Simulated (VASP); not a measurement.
A run of VASP 6.6.1 is set up as follows.

File POSCAR:

```
PbS
1.0
    0.0000000000      2.9705683225      2.9705683225
    2.9705683225      0.0000000000      2.9705683225
    2.9705683225      2.9705683225      0.0000000000
Pb S
1 1
Direct
    0.0000000000      0.0000000000      0.0000000000
    0.5000000000      0.5000000000      0.5000000000
```

The input INCAR.step1:

```
PREC     = Accurate       # precision mode
ENCUT    = 520            # plane-wave cutoff, eV
EDIFF    = 1E-5           # SCF threshold, eV
ISMEAR   = 1              # smearing method
SIGMA    = 0.05           # smearing width, eV
LREAL    = False          # projectors in reciprocal space
LASPH    = True           # aspherical terms in the spheres
NELM     = 100            # most SCF steps
ALGO     = Normal         # electronic algorithm
ISIF     = 2              # what is computed and relaxed
LWAVE    = True           # write WAVECAR
LCHARG   = False          # write CHGCAR
GGA      = PE             # functional
NBANDS   = 17             # bands
```

Contents of INCAR.step2:

```
PREC     = Accurate       # precision mode
ENCUT    = 520            # plane-wave cutoff, eV
EDIFF    = 1E-7           # SCF threshold, eV
ISMEAR   = 1              # smearing method
SIGMA    = 0.05           # smearing width, eV
LREAL    = False          # projectors in reciprocal space
LASPH    = True           # aspherical terms in the spheres
NELM     = 100            # most SCF steps
ALGO     = Normal         # electronic algorithm
ISIF     = 2              # what is computed and relaxed
LWAVE    = False          # write WAVECAR
LCHARG   = False          # write CHGCAR
GGA      = PE             # functional
LHFCALC  = True           # exact exchange
HFSCREEN = 0.2079         # screening, 1/A
PRECFOCK = Normal       
ISTART   = 1            
NBANDS   = 17             # bands
```

Contents of KPOINTS:

```
regular mesh
0
Gamma
  4 4 4
```

Potentials or basis: VASP PAW PBE potentials, release 64 (Pb_d, S).

The run is started by

```bash
$ cat potpaw_PBE.64/Pb_d/POTCAR potpaw_PBE.64/S/POTCAR > POTCAR
$ cp INCAR.step1 INCAR
$ mpirun -np 1 vasp_std > vasp.out
$ cp INCAR.step2 INCAR
$ mpirun -np 1 vasp_std > vasp.out
```

(1) Estimate the pressure.

(2) Estimate the band gap on the k mesh.

Results:

(1) 0.8 GPa.

(2) 0.82 eV.

Caveat: the k points lie up to 0.46 Å⁻¹ apart; the PAW data sets were made with another functional, which shifts forces and pressure a little; spin-orbit coupling is left out, which moves the levels of the heavy elements.
